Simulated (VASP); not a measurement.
# LuH3 (I4/mmm) in VASP: notebook

LuH3 is run at these levels: r2SCAN; tasks: single point, relaxation of volume and atoms at fixed shape.

Everything below comes from runs of VASP 6.6.1. Logs are shortened: lines on timing, memory, paths and dates and some standing lists are left out, and cuts for length are marked.

### 1 The cell of the first run

It takes space group I4/mmm (No. 139, tetragonal). Conventional cell: a = 3.350 Å, b = 3.350 Å, c = 5.567 Å, α = 90.00°, β = 90.00°, γ = 90.00°. Within 2.9 Å of Lu (site symmetry 4/mmm) lie 14 H at 2.18 to 2.78 Å. Within 2.9 Å of H (site symmetry -4m2) lie 4 Lu at 2.18 Å and 10 H at 2.18 to 2.78 Å. Within 2.9 Å of H (site symmetry 4/mmm) lie 8 H at 2.18 Å and 6 Lu at 2.37 to 2.78 Å.

### 2 Single point, r2SCAN

File POSCAR:

```
LuH3
1.0
   -1.6747589792      1.6747589792      2.7833284143
    1.6747589792     -1.6747589792      2.7833284143
    1.6747589792      1.6747589792     -2.7833284143
Lu H
1 3
Direct
    0.0000000000      0.0000000000      0.0000000000
    0.7500000000      0.2500000000      0.5000000000
    0.2500000000      0.7500000000      0.5000000000
    0.5000000000      0.5000000000      0.0000000000
```

File INCAR.step1:

```
PREC = Accurate ; ENCUT = 520
ISMEAR = -1 ; SIGMA = 0.05
LREAL = F ; LASPH = T
NELM = 100 ; NBANDS = 22
GGA = PE ; ALGO = Normal
EDIFF = 1E-4 ; LWAVE = T
LCHARG = F
```

File INCAR.step2:

```
PREC = Accurate ; ENCUT = 520
EDIFF = 1E-7 ; ISMEAR = -1
SIGMA = 0.05 ; LREAL = F
LASPH = T ; NELM = 100
ALGO = Normal ; ISIF = 2
LWAVE = F ; LCHARG = F
METAGGA = R2SCAN ; LMIXTAU = T
NBANDS = 22 ; ISTART = 1
```

File KPOINTS:

```
Automatic mesh
0
Gamma
  9 9 9
```

Potentials or basis: VASP PAW PBE potentials, release 64 (Lu, H).

Started as:

```
$ cat potpaw_PBE.64/Lu/POTCAR potpaw_PBE.64/H/POTCAR > POTCAR
$ cp INCAR.step1 INCAR
$ mpirun -np 1 vasp_std > vasp.out
$ cp INCAR.step2 INCAR
$ mpirun -np 1 vasp_std > vasp.out
```

OUTCAR:

```text
PREC = Accurate
   ENCUT = 520
   EDIFF = 1E-7
   ISMEAR = -1
   LREAL = F
   LASPH = T
   NELM = 100
   ISIF = 2
   METAGGA = R2SCAN
   ISTART = 1

 ion  position               nearest neighbor table
   1  0.000  0.000  0.000-   2 2.18   3 2.18   2 2.18   3 2.18   2 2.18   3 2.18   2 2.18   3 2.18

   2  0.750  0.250  0.500-   1 2.18   1 2.18   1 2.18   1 2.18
   3  0.250  0.750  0.500-   1 2.18   1 2.18   1 2.18   1 2.18
   4  0.500  0.500  0.000-

  LATTYP: Found a body centered tetragonal cell.
 ALAT       =     3.3495179584
 C/A-ratio  =     1.6619277453

  Lattice vectors:

 A1 = (  -1.6747589792,   1.6747589792,   2.7833284143)
 A2 = (   1.6747589792,  -1.6747589792,   2.7833284143)
 A3 = (   1.6747589792,   1.6747589792,  -2.7833284143)

Analysis of symmetry for initial positions (statically):
=====================================================================
 Subroutine PRICEL returns:
 Original cell was already a primitive cell.

 Routine SETGRP: Setting up the symmetry group for a
 body centered tetragonal supercell.

 Subroutine GETGRP returns: Found 16 space group operations
 (whereof 16 operations were pure point group operations)
 out of a pool of 16 trial point group operations.

The static configuration has the point symmetry D_4h.

Analysis of symmetry for dynamics (positions and initial velocities):
=====================================================================
 Subroutine PRICEL returns:
 Original cell was already a primitive cell.

 Routine SETGRP: Setting up the symmetry group for a
 body centered tetragonal supercell.

 Subroutine GETGRP returns: Found 16 space group operations
 (whereof 16 operations were pure point group operations)
 out of a pool of 16 trial point group operations.

The dynamic configuration has the point symmetry D_4h.

 Subroutine INISYM returns: Found 16 space group operations
 (whereof 16 operations are pure point group operations),
 and found     1 'primitive' translations

----------------------------------------------------------------------------------------

                                     Primitive cell

  volume of cell :      31.2269

  direct lattice vectors                    reciprocal lattice vectors
    -1.674758979  1.674758979  2.783328414     0.000000000  0.298550422  0.179641036
     1.674758979 -1.674758979  2.783328414     0.298550422  0.000000000  0.179641036
     1.674758979  1.674758979 -2.783328414     0.298550422  0.298550422  0.000000000

  length of vectors
     3.654661727  3.654661727  3.654661727     0.348429701  0.348429701  0.422214056

  position of ions in fractional coordinates (direct lattice)
     0.000000000  0.000000000  0.000000000
     0.750000000  0.250000000  0.500000000
     0.250000000  0.750000000  0.500000000
     0.500000000  0.500000000  0.000000000

  ion indices of the primitive-cell ions
   primitive index   ion index
                 1           1
                 2           2
                 3           3
                 4           4

----------------------------------------------------------------------------------------

 KPOINTS: Automatic mesh

Automatic generation of k-mesh.
 Grid dimensions read from file:
 generate k-points for:    9    9    9

 Generating k-lattice:

  Cartesian coordinates                     Fractional coordinates (reciprocal lattice)
     0.000000000  0.033172269  0.019960115     0.111111111 -0.000000000  0.000000000
     0.033172269  0.000000000  0.019960115    -0.000000000  0.111111111  0.000000000
     0.033172269  0.033172269  0.000000000     0.000000000  0.000000000  0.111111111

  Length of vectors
     0.038714411  0.038714411  0.046912673

  Shift w.r.t. Gamma in fractional coordinates (k-lattice)
     0.000000000  0.000000000  0.000000000

 Subroutine IBZKPT returns following result:
 ===========================================

 Found     75 irreducible k-points:

 Following reciprocal coordinates:
            Coordinates               Weight
  0.000000  0.000000  0.000000      1.000000
  0.111111  0.000000  0.000000      8.000000
  0.222222  0.000000  0.000000      8.000000
  0.333333 -0.000000  0.000000      8.000000
  0.444444  0.000000  0.000000      8.000000
  0.111111  0.111111  0.000000      8.000000
[... 16 lines left out ...]
 -0.333333  0.333333  0.000000      4.000000
  0.444444  0.444444  0.000000      8.000000
 [... further k-points ...]
   k-points           NKPTS =     75   k-points in BZ     NKDIM =     75   number of bands    NBANDS=     22
   number of dos      NEDOS =    301   number of ions     NIONS =      4
   total plane-waves  NPLWV =  21952
   dimension x,y,z NGX =    28 NGY =   28 NGZ =   28
   dimension x,y,z NGXF=    56 NGYF=   56 NGZF=   56
   ions per type =               1   3
   NGX,Y,Z   is equivalent  to a cutoff of  12.74, 12.74, 12.74 a.u.
   NGXF,Y,Z  is equivalent  to a cutoff of  25.47, 25.47, 25.47 a.u.
 SYSTEM =  unknown system
   PREC   = accura    normal or accurate (medium, high low for compatibility)
   ISTART =      1    job   : 0-new  1-cont  2-samecut
   ICHARG =      0    charge: 1-file 2-atom 10-const
   ISPIN  =      1    spin polarized calculation?
   LNONCOLLINEAR =      F non collinear calculations
   LSORBIT =      F    spin-orbit coupling
   LASPH  =      T    aspherical Exc in radial PAW
   ENCUT  =  520.0 eV  38.22 Ry    6.18 a.u.   6.80  6.80  6.80*2*pi/ulx,y,z
   NELM   =    100;   NELMIN=  2; NELMDL=  0     # of ELM steps
   EDIFF  = 0.1E-06   stopping-criterion for ELM
   LREAL  =      F    real-space projection
   EDIFFG = 0.1E-05   stopping-criterion for IOM
   NSW    =      0    number of steps for IOM
   IBRION =     -1    ionic relax: 0-MD 1-quasi-New 2-CG
   NFREE  =      0    steps in history (QN), initial steepest desc. (CG)
   ISIF   =      2    stress and relaxation
   ISYM   =      2    0-nonsym 1-usesym 2-fastsym
   POTIM  = 0.5000    time-step for ionic-motion
   TEBEG  =    0.0;   TEEND  =   0.0 temperature during run
   PSTRESS=    0.0 pullay stress
   NELECT =      28.0000    total number of electrons
   NUPDOWN=      -1.0000    fix difference up-down
   EMIN   =  10.00;   EMAX   =-10.00  energy-range for DOS
   EFERMI =   0.00;   METHOD = LEGACY
   ISMEAR =    -1;   SIGMA  =   0.05  broadening in eV -4-tet -1-fermi 0-gaus
   EFERMI_NEDOS =   21; number of points for ismear=-14 and -15
   IALGO  =     38    algorithm
   IMIX   =      4    mixing-type and parameters
     AMIX     =   0.40;   BMIX     =  1.00
     AMIX_MAG =   1.60;   BMIX_MAG =  1.00
  volume/ion in A,a.u.               =       7.81        52.68
  Fermi-wavevector in a.u.,A,eV,Ry     =   1.578645  2.983207 33.907352  2.492120
  Thomas-Fermi vector in A             =   2.679144
   LORBIT       =      0    0 simple, 1 ext, 2 COOP (PROOUT), +10 PAW based schemes
   METAGGA = R2SCAN    functional components
   LHFCALC =     F    Hartree Fock is set to
   AEXX    =    0.0000 exact exchange contribution
   IVDW    =     0    specifies the selected vdW correction
   LEPSILON=     F    determine dielectric tensor
   LRPA    =     F    only Hartree local field effects (RPA)
 non-spin polarized calculation
  energy-cutoff  :      520.00
  volume of cell :       31.23
 maximum number of plane-waves:       862
   NGX = 13   NGY = 13   NGZ = 13

 number of electron      27.9999997 magnetization

 Free energy of the ion-electron system (eV)
  ---------------------------------------------------
  ext. energy  EPLUGINS =         0.00000000
  ---------------------------------------------------
  free energy    TOTEN  =       -50.71807766 eV

  energy without entropy =      -50.71781800  energy(sigma->0) =      -50.71794783

 E-fermi :   3.6781     XC(G=0): -12.4208

 val. band max:        3.5213388377   @ k =  -0.1111   0.1111   0.0000
 cond. band min:       3.8601921821   @ k =   0.4444   0.0000   0.0000
 fundamental gap:      0.3388533444
 Fermi energy:         3.6781070345

 k-point     1 :       0.0000    0.0000    0.0000
  band No.  band energies     occupation
      1     -54.8583      2.00000
      2     -24.7472      2.00000
      3     -24.6704      2.00000
      4     -24.6704      2.00000
      5      -7.7056      2.00000
      6      -2.3897      2.00000
[... 14 lines left out ...]
     21      15.6307      0.00000
     22      15.6307      0.00000

 k-point     2 :       0.1111    0.0000    0.0000
  band No.  band energies     occupation
      1     -54.8551      2.00000
      2     -24.7724      2.00000
      3     -24.7189      2.00000
      4     -24.6715      2.00000
      5      -7.3977      2.00000
      6      -2.3910      2.00000
[... 14 lines left out ...]
     21      16.2923      0.00000
     22      16.4916      0.00000

 k-point     3 :       0.2222    0.0000    0.0000
  band No.  band energies     occupation
      1     -54.8471      2.00000
      2     -24.9055      2.00000
      3     -24.7681      2.00000
      4     -24.6743      2.00000
      5      -6.5462      2.00000
      6      -2.3964      2.00000
[... 14 lines left out ...]
     21      15.7310      0.00000
     22      18.3650      0.00000

 k-point     4 :       0.3333   -0.0000    0.0000
  band No.  band energies     occupation
      1     -54.8379      2.00000
      2     -25.0730      2.00000
      3     -24.8008      2.00000
      4     -24.6774      2.00000
      5      -5.3572      2.00000
      6      -2.4323      2.00000
[... 14 lines left out ...]
     21      17.2705      0.00000
     22      17.6986      0.00000

 k-point     5 :       0.4444    0.0000    0.0000
  band No.  band energies     occupation
      1     -54.8320      2.00000
      2     -25.1800      2.00000
      3     -24.8208      2.00000
      4     -24.6795      2.00000
      5      -4.1767      2.00000
      6      -2.7509      2.00000
[... 417 lines left out ...]
 k-point    22 :      -0.4444    0.3333   -0.0000
  band No.  band energies     occupation
      1     -54.8204      2.00000
      2     -25.1124      2.00000
      3     -24.9206      2.00000
      4     -24.8335      2.00000
      5      -3.5285      2.00000
      6      -2.6226      2.00000
[... 14 lines left out ...]
     21      13.6889      0.00000
     22      14.5838      0.00000

 k-point    23 :      -0.3333    0.3333    0.0000
  band No.  band energies     occupation
      1     -54.8258      2.00000
      2     -25.0547      2.00000
      3     -24.8915      2.00000
      4     -24.8139      2.00000
      5      -4.4090      2.00000
      6      -2.5292      2.00000
[... 14 lines left out ...]
     21      13.2936      0.00000
     22      14.1781      0.00000

 k-point    24 :       0.4444    0.4444    0.0000
  band No.  band energies     occupation
      1     -54.8157      2.00000
      2     -25.1420      2.00000
      3     -24.9662      2.00000
      4     -24.8450      2.00000
      5      -2.7567      2.00000
      6      -2.6656      2.00000
[... 14 lines left out ...]
     21      12.9552      0.00000
     22      15.2436      0.00000

 [... further k-points ...]

------------------------ aborting loop because EDIFF is reached ----------------------------------------

  FORCE on cell =-STRESS in cart. coord.  units (eV):
  Direction    XX          YY          ZZ          XY          YZ          ZX
  --------------------------------------------------------------------------------------
  -------------------------------------------------------------------------------------
  Total        0.1103737      0.1103737      0.1276233      0.0000000      0.0000000      0.0000000
  in kB        5.6630047      5.6630047      6.5480448      0.0000000      0.0000000      0.0000000
  external PRESSURE =       5.9580181 kB  Pullay stress =       0.0000000 kB

 VOLUME and BASIS-vectors are now :
 -----------------------------------------------------------------------------
  energy-cutoff  :      520.00
  volume of cell :       31.23
      direct lattice vectors                 reciprocal lattice vectors
    -1.674758979  1.674758979  2.783328414     0.000000000  0.298550422  0.179641036
     1.674758979 -1.674758979  2.783328414     0.298550422  0.000000000  0.179641036
     1.674758979  1.674758979 -2.783328414     0.298550422  0.298550422  0.000000000

 POSITION                                       TOTAL-FORCE (eV/Angst)
 -----------------------------------------------------------------------------------
      0.00000      0.00000      0.00000        -0.000000      0.000000     -0.000000
      0.00000      1.67476      1.39166         0.000000     -0.000000      0.000000
      1.67476      0.00000      1.39166        -0.000000     -0.000000     -0.000000
      0.00000      0.00000      2.78333        -0.000000      0.000000     -0.000000
 -----------------------------------------------------------------------------------
    total drift:                               -0.000000     -0.000000      0.000000

  FREE ENERGIE OF THE ION-ELECTRON SYSTEM (eV)
  ---------------------------------------------------
  free  energy   TOTEN  =       -50.7180776597 eV

  energy  without entropy=      -50.7178180031  energy(sigma->0) =      -50.71794783
```

Wall time 1.7 min (1 thread of Intel Xeon 6975P-C (Granite Rapids), shared host); peak memory 0.21 GiB.

What came out:

| Quantity | Value |
| --- | --- |
| Free energy | -50.7181 eV |
| Pressure | 0.6 GPa |
| Band gap on the k mesh | 0.34 eV (least direct gap 0.60 eV) |

Caveat: the PAW data sets were made with another functional, which shifts forces and pressure a little; spin-orbit coupling is left out, which moves the levels of the heavy elements; an odd mesh through Γ misses points on the zone boundary, where band edges can lie.

### 3 Relaxation of volume and atoms at fixed shape, r2SCAN

File POSCAR:

```
LuH3
1.0
   -1.6740800000      1.6740800000      2.7822000000
    1.6740800000     -1.6740800000      2.7822000000
    1.6740800000      1.6740800000     -2.7822000000
Lu H
1 3
Direct
    0.0000000000      0.0000000000      0.0000000000
    0.7500000000      0.2500000000      0.5000000000
    0.2500000000      0.7500000000      0.5000000000
    0.5000000000      0.5000000000      0.0000000000
```

File INCAR.step1:

```
  PREC = Accurate
  ENCUT = 600
  ISMEAR = -1
  SIGMA = 0.05
  LREAL = False
  LASPH = True
  NELM = 100
  GGA = PE
  ALGO = Normal
  EDIFF = 1E-4
  LWAVE = True
  LCHARG = False
```

File INCAR.step2:

```
  PREC = Accurate
  ENCUT = 600
  EDIFF = 1E-6
  ISMEAR = -1
  SIGMA = 0.05
  LREAL = False
  LASPH = True
  NELM = 100
  ALGO = Normal
  ISIF = 8
  LWAVE = False
  LCHARG = False
  METAGGA = R2SCAN
  LMIXTAU = True
  IBRION = 2
  NSW = 80
  EDIFFG = -0.02
  ISTART = 1
```

KPOINTS is that of step 2.

Potentials or basis: VASP PAW PBE potentials, release 64 (Lu, H).

Started as:

```
$ cat potpaw_PBE.64/Lu/POTCAR potpaw_PBE.64/H/POTCAR > POTCAR
$ cp INCAR.step1 INCAR
$ mpirun -np 1 vasp_std > vasp.out
$ cp INCAR.step2 INCAR
$ mpirun -np 1 vasp_std > vasp.out
```

Wall time 3.7 min (1 thread of Intel Xeon 6975P-C (Granite Rapids), shared host); peak memory 0.22 GiB.

The run converged. Its results:

* Free energy: -50.7210 eV
* Relaxed volume: 7.84 Å³/atom
* Relaxed cell: a = 3.661 Å, b = 3.661 Å, c = 3.661 Å, α = 125.45°, β = 125.45°, γ = 80.79°
* Space group after relaxing (to 0.1 Å): I4/mmm (No. 139)
* Energy gained by relaxing: 0.2 meV/atom
* Ionic steps: 2
* Pressure after relaxing: 0.1 GPa
* Band gap on the k mesh: 0.35 eV (least direct gap 0.60 eV)

Stress tensor (GPa, compression positive):
```
0.06 0.00 0.00
0.00 0.06 0.00
0.00 0.00 0.30
```

The path:
| step | energy change (eV) | largest force (eV/Å) | pressure (GPa) | volume (Å³) |
| --- | --- | --- | --- | --- |
| 1 | 0.0000 | 0.0000 | 0.86 | 31.19 |
| 2 | -0.0009 | 0.0000 | 0.14 | 31.38 |

Final structure:
```
Lu H
1.0
    -1.67747    1.67747    2.78783
     1.67747   -1.67747    2.78783
     1.67747    1.67747   -2.78783
Lu H
1 3
Direct
  0.00000 0.00000 0.00000
  0.75000 0.25000 0.50000
  0.25000 0.75000 0.50000
  0.50000 0.50000 0.00000
```

Levels at points of the mesh, in eV from the valence-band top:
| k point | band 11 | band 12 | band 13 | band 14 | band 15 | band 16 | band 17 | band 18 |
| --- | --- | --- | --- | --- | --- | --- | --- | --- |
| (0.00, 0.00, 0.00) | -5.53 | -5.53 | -0.94 | -0.09 | 0.51 | 1.79 | 1.79 | 5.14 |

Caveat: the PAW data sets were made with another functional, which shifts forces and pressure a little; spin-orbit coupling is left out, which moves the levels of the heavy elements; an odd mesh through Γ misses points on the zone boundary, where band edges can lie.
